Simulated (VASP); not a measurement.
# BaTiO3 (Cm) in VASP: single point with PBE

Aim: the single point of BaTiO3 with PBE.

Everything below comes from runs of VASP 6.6.1. Logs are shortened: lines on timing, memory, paths and dates and some standing lists are left out, and cuts for length are marked.

### Step 1. The cell of the first run

The structure is monoclinic, space group Cm (No. 8). The conventional cell has a = 5.757 Å, b = 5.383 Å, c = 4.060 Å, α = 90.00°, β = 90.43°, γ = 90.00°. Ba (site symmetry m) has 12 O at 2.70 to 2.98 Å and 8 Ti at 3.34 to 3.64 Å within 3.7 Å. Within 2.4 Å of Ti (site symmetry m) lie 6 O at 1.81 to 2.21 Å. O (site symmetry m) has 2 Ti at 1.87 to 2.21 Å within 2.5 Å. Within 2.4 Å of O (site symmetry 1) lie 2 Ti at 1.81 to 2.15 Å.

### Step 2. Single point, PBE (strain -0.0600 x Voigt [1, 0, 0, 0, 0, 0])

INCAR reads:

```
SYSTEM = BaTiO3
PREC = Accurate
ENCUT = 520
EDIFF = 1E-6
ISMEAR = 0
SIGMA = 0.05
LREAL = .False.
LASPH = .True.
NELM = 100
ALGO = Normal
ISIF = 2
LWAVE = .False.
LCHARG = .False.
GGA = PE
NBANDS = 28
```

KPOINTS reads:

```
Automatic mesh
0
Gamma
  6 6 6
  0 0 0
```

POSCAR reads:

```
BaTiO3
1.0
    2.6912864496      1.6529946342      2.3563003940
   -2.6912864496      1.6529946342      2.3563003940
    0.0000000000     -3.3059892684      2.3563003940
Ba Ti O
1 1 3
Direct
    0.0049545205      0.0049545205      0.0049545205
    0.5191875227      0.5191875227      0.5191875227
    0.4883938465      0.4883938465      0.9777702638
    0.4883938465      0.9777702638      0.4883938465
    0.9777702638      0.4883938465      0.4883938465
```

Potentials or basis: VASP PAW PBE potentials, release 64 (Ba_sv, Ti_sv, O).

The run is started by

```sh
$ cat potpaw_PBE.64/Ba_sv/POTCAR potpaw_PBE.64/Ti_sv/POTCAR potpaw_PBE.64/O/POTCAR > POTCAR
$ mpirun -np 1 vasp_std > vasp.out
```

OUTCAR:

```text
SYSTEM = BaTiO3
   PREC = Accurate
   ENCUT = 520
   EDIFF = 1E-6
   ISMEAR = 0
   LREAL = .False.
   LASPH = .True.
   NELM = 100
   ISIF = 2
   GGA = PE

 ion  position               nearest neighbor table
   1  0.005  0.005  0.005-   3 2.70   3 2.70   4 2.74   5 2.74   3 2.78   4 2.82   5 2.82   5 2.83
                             4 2.83   5 2.94   4 2.94   3 2.98   2 3.34   2 3.34   2 3.41   2 3.41
   2  0.519  0.519  0.519-   4 1.81   5 1.81   3 1.87   4 2.15   5 2.15   3 2.21   1 3.34   1 3.34
                             1 3.41   1 3.41   1 3.43   1 3.48   1 3.54   1 3.64
   3  0.488  0.488  0.978-   2 1.87   2 2.21   1 2.70   1 2.70   1 2.78   1 2.98
   4  0.488  0.978  0.488-   2 1.81   2 2.15   1 2.74   1 2.82   1 2.83   1 2.94
   5  0.978  0.488  0.488-   2 1.81   2 2.15   1 2.74   1 2.82   1 2.83   1 2.94

  LATTYP: Found a base centered monoclinic cell.
 ALAT       =     5.7565763462
 B/A-ratio  =     0.9350302290
 C/A-ratio  =     0.7052400250
 COS(beta)  =    -0.0074769073

  Lattice vectors:

 A1 = (  -2.6912864496,  -1.6529946342,  -2.3563003940)
 A2 = (   2.6912864496,  -1.6529946342,  -2.3563003940)
 A3 = (   0.0000000000,  -3.3059892684,   2.3563003940)

Analysis of symmetry for initial positions (statically):
=====================================================================
 Subroutine PRICEL returns:
 Original cell was already a primitive cell.

 Routine SETGRP: Setting up the symmetry group for a
 base centered monoclinic supercell.

 Subroutine GETGRP returns: Found  2 space group operations
 (whereof  2 operations were pure point group operations)
 out of a pool of  4 trial point group operations.

The static configuration has the point symmetry C_1h.

Analysis of symmetry for dynamics (positions and initial velocities):
=====================================================================
 Subroutine PRICEL returns:
 Original cell was already a primitive cell.

 Routine SETGRP: Setting up the symmetry group for a
 base centered monoclinic supercell.

 Subroutine GETGRP returns: Found  2 space group operations
 (whereof  2 operations were pure point group operations)
 out of a pool of  4 trial point group operations.

The dynamic configuration has the point symmetry C_1h.

 Subroutine INISYM returns: Found  2 space group operations
 (whereof  2 operations are pure point group operations),
 and found     1 'primitive' translations

[... 101 lines left out ...]
   LREAL  =      F    real-space projection
   EDIFFG = 0.1E-04   stopping-criterion for IOM
   NSW    =      0    number of steps for IOM
   IBRION =     -1    ionic relax: 0-MD 1-quasi-New 2-CG
   NFREE  =      0    steps in history (QN), initial steepest desc. (CG)
   ISIF   =      2    stress and relaxation
   ISYM   =      2    0-nonsym 1-usesym 2-fastsym
   POTIM  = 0.5000    time-step for ionic-motion
   TEBEG  =    0.0;   TEEND  =   0.0 temperature during run
   PSTRESS=    0.0 pullay stress
   NELECT =      40.0000    total number of electrons
   NUPDOWN=      -1.0000    fix difference up-down
   EMIN   =  10.00;   EMAX   =-10.00  energy-range for DOS
   EFERMI =   0.00;   METHOD = LEGACY
   ISMEAR =     0;   SIGMA  =   0.05  broadening in eV -4-tet -1-fermi 0-gaus
   EFERMI_NEDOS =   21; number of points for ismear=-14 and -15
   IALGO  =     38    algorithm
   IMIX   =      4    mixing-type and parameters
     AMIX     =   0.40;   BMIX     =  1.00
     AMIX_MAG =   1.60;   BMIX_MAG =  1.00
  volume/ion in A,a.u.               =      12.58        84.89
  Fermi-wavevector in a.u.,A,eV,Ry     =   1.407852  2.660455 26.967398  1.982048
  Thomas-Fermi vector in A             =   2.530069
   LORBIT       =      0    0 simple, 1 ext, 2 COOP (PROOUT), +10 PAW based schemes
   GGA     = PE    functional components
   LHFCALC =     F    Hartree Fock is set to
   AEXX    =    0.0000 exact exchange contribution
   IVDW    =     0    specifies the selected vdW correction
   LEPSILON=     F    determine dielectric tensor
   LRPA    =     F    only Hartree local field effects (RPA)
 non-spin polarized calculation
 Gauss-broadening in eV      SIGMA  =   0.05
  energy-cutoff  :      520.00
  volume of cell :       62.89
 maximum number of plane-waves:      1715
 NGX is ok and might be reduce to    30
   NGX = 15   NGY = 15   NGZ = 15

 number of electron      40.0000004 magnetization

 Free energy of the ion-electron system (eV)
  ---------------------------------------------------
  ext. energy  EPLUGINS =         0.00000000
  ---------------------------------------------------
  free energy    TOTEN  =       -39.74201805 eV

  energy without entropy =      -39.74201805  energy(sigma->0) =      -39.74201805

 E-fermi :   4.3231     XC(G=0): -11.3289

 val. band max:        3.9501521791   @ k =   0.5000   0.5000   0.5000
 cond. band min:       6.5488673335   @ k =   0.0000   0.0000   0.0000
 fundamental gap:      2.5987151544
 Fermi energy:         4.3231063316

 k-point     1 :       0.0000    0.0000    0.0000
  band No.  band energies     occupation
      1     -52.1129      2.00000
      2     -28.4579      2.00000
      3     -28.4055      2.00000
      4     -28.3833      2.00000
      5     -20.8525      2.00000
      6     -12.9543      2.00000
[... 733 lines left out ...]
     27      10.5249      0.00000
     28      12.0709      0.00000

 [... further k-points ...]

------------------------ aborting loop because EDIFF is reached ----------------------------------------

  FORCE on cell =-STRESS in cart. coord.  units (eV):
  Direction    XX          YY          ZZ          XY          YZ          ZX
  --------------------------------------------------------------------------------------
  -------------------------------------------------------------------------------------
  Total        9.6157173      3.4809752      3.1357880      0.0000000     -0.0675599      0.0000000
  in kB      244.9508752     88.6743946     79.8810944      0.0000000     -1.7210215      0.0000000
  external PRESSURE =     137.8354547 kB  Pullay stress =       0.0000000 kB

 VOLUME and BASIS-vectors are now :
 -----------------------------------------------------------------------------
  energy-cutoff  :      520.00
  volume of cell :       62.89
      direct lattice vectors                 reciprocal lattice vectors
     2.691286450  1.652994634  2.356300394     0.185784757  0.100827107  0.141464702
    -2.691286450  1.652994634  2.356300394    -0.185784757  0.100827107  0.141464702
     0.000000000 -3.305989268  2.356300394     0.000000000 -0.201654214  0.141464702

 POSITION                                       TOTAL-FORCE (eV/Angst)
 -----------------------------------------------------------------------------------
      0.00000      0.00000      0.03502         0.000000     -0.012661     -0.081894
      0.00000      0.00000      3.67009         0.000000     -0.443726     -0.859694
      0.00000     -1.61787      4.60553         0.000000     -0.233660      0.124505
     -1.31705      0.80894      4.60553        -0.788713      0.345023      0.408541
      1.31705      0.80894      4.60553         0.788713      0.345023      0.408541
 -----------------------------------------------------------------------------------
    total drift:                               -0.000000      0.000384      0.001022

  FREE ENERGIE OF THE ION-ELECTRON SYSTEM (eV)
  ---------------------------------------------------
  free  energy   TOTEN  =       -39.7420180482 eV

  energy  without entropy=      -39.7420180482  energy(sigma->0) =      -39.74201805
```

stdout:

```text
POSCAR found type information on POSCAR BaTiO
 POSCAR found :  3 types and       5 ions
 scaLAPACK will be used
 LDA part: xc-table for (Slater+PW92), standard interpolation
 POSCAR, INCAR and KPOINTS ok, starting setup
 FFT: planning ... GRIDC
 FFT: planning ... GRID_SOFT
 FFT: planning ... GRID
 WAVECAR not read
 entering main loop
```

Run time: 57 s. Hardware: 1 thread of Intel Xeon 6975P-C (Granite Rapids), shared host; peak memory 0.25 GiB.

Results:

| Item | Value |
| --- | --- |
| Free energy | -39.7420 eV |
| Pressure | 13.8 GPa |
| Largest force | 0.967 eV/Å |
| Band gap on the k mesh | 2.60 eV (least direct gap 2.95 eV) |

Forces on the atoms (eV/Å):
```
Ba   0.000 -0.013 -0.082
Ti   0.000 -0.444 -0.860
O    0.000 -0.234  0.125
O   -0.789  0.345  0.409
O    0.789  0.345  0.409
```

Stress tensor (GPa, compression positive):
```
24.50  0.00  0.00
 0.00  8.87 -0.17
 0.00 -0.17  7.99
```

Caveat: the cell differs from its parent crystal (strain -0.0600 x Voigt [1, 0, 0, 0, 0, 0]); the cell stands under pressure; spin-orbit coupling is left out, which moves the levels of the heavy elements. A k mesh can miss the band edges.
